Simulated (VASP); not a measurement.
Set up this calculation in VASP 6.6.1, as the native input.

* Task: single point
* Functional: PBE
* Potentials or basis: VASP PAW PBE potentials, release 64 (Ga_d, N)
* Cutoff: 520 eV
* k mesh: 10 × 10 × 10
* Occupations: gaussian, width 0.01 eV
* Spin: no spin polarisation
* Dipole correction: no
* Further INCAR settings: ALGO = Normal; EDIFF = 1e-07; NBANDS = 16

The structure of GaN lies in POSCAR:

```
GaN
1.0
    0.0000000000      2.1337262898      2.1337262898
    2.1337262898      0.0000000000      2.1337262898
    2.1337262898      2.1337262898      0.0000000000
Ga N
1 1
Direct
    0.0000000000      0.0000000000      0.0000000000
    0.7500000000      0.7500000000      0.7500000000
```

These files were run (other wordings do the same):

INCAR

```
SYSTEM = GaN
ALGO = Normal
EDIFF = 1E-7
ENCUT = 520
GGA = PE
ISIF = 2
ISMEAR = 0
LASPH = .TRUE.
LCHARG = .TRUE.
LELF = .TRUE.
LREAL = .FALSE.
LVHAR = .TRUE.
LWAVE = .FALSE.
NBANDS = 16
NELM = 60
PREC = Accurate
SIGMA = 0.01
```

KPOINTS

```
k-points
0
G
  10 10 10
  0 0 0
```

Potentials or basis: VASP PAW PBE potentials, release 64 (Ga_d, N).

The run is started by

```console
$ cat potpaw_PBE.64/Ga_d/POTCAR potpaw_PBE.64/N/POTCAR > POTCAR
$ mpirun -np 1 vasp_std > vasp.out
```

Results of the run:

```yaml
Pressure: 49.6 GPa
Band_gap_on_the_k_mesh: 2.78 eV, direct
```

Wall time 11 s on 1 thread of Intel(R) Xeon(R) Platinum 8375C CPU @ 2.90GHz (Ice Lake), on a shared host, peak memory 0.14 GiB.
